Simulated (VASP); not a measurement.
# Ti: relaxation of cell and atoms with PBE

Crystal: Ti.

```
Ti
1.0
     0.00000    1.97575    1.97575
     1.97575    0.00000    1.97575
     1.97575    1.97575    0.00000
Ti
1
Direct
  0.00000 0.00000 0.00000
```

```yaml
Program: VASP 6.6.1
Task: relaxation of cell and atoms
Functional: PBE
Potentials_or_basis: VASP PAW PBE potentials, release 64 (Ti_sv)
Cutoff: 600 eV
k_mesh: 17 × 17 × 17
Occupations: fermi-dirac, width 0.1 eV
Spin: no spin polarisation
Target_pressure: 16 GPa
Dipole_correction: no
Further_INCAR_settings: ALGO = Normal; EDIFF = 1e-06; IBRION = 2; EDIFFG = -0.005; NSW = 32; ISIF = 3
```

```yaml
Relaxed_volume: 15.38 Å³/atom
Relaxed_cell: a = 2.791 Å, b = 2.791 Å, c = 2.791 Å, α = 60.00°, β = 60.00°, γ = 60.00°
Space_group_after_relaxing_to_0.05_Å: Fm-3m (No. 225)
Energy_change_on_relaxing_the_enthalpy_is_what_falls: +4.7 meV/atom
Ionic_steps: 3
Pressure_after_relaxing: 16.0 GPa
Band_gap_on_the_k_mesh: zero (band 6 reaches 10.52 eV, above the bottom of band 7 at 9.07 eV)
```

Step by step:
```csv
step,energy change (eV),largest force (eV/Å),pressure (GPa),volume (Å³)
1,0.0000,0.0000,15.52,15.43
2,0.0102,0.0000,16.54,15.32
3,0.0047,0.0000,16.01,15.38
```

Final structure:
```
CELL_PARAMETERS angstrom
0.00000 1.97370 1.97370
1.97370 0.00000 1.97370
1.97370 1.97370 0.00000
ATOMIC_POSITIONS crystal
Ti 0.00000 0.00000 0.00000
```

Levels at points of the mesh, in eV from the Fermi level:
| k point | band 4 | band 5 | band 6 | band 7 | band 8 | band 9 |
| --- | --- | --- | --- | --- | --- | --- |
| (0.00, 0.00, 0.00) | -32.21 | -6.37 | 0.94 | 0.94 | 0.94 | 2.86 |

It took 37 s on 1 thread of Intel(R) Xeon(R) 6975P-C (Granite Rapids), with other jobs on the host, peak memory 0.16 GiB.

Caveat: the cell is relaxed towards a set pressure, so the enthalpy falls and the energy may rise.
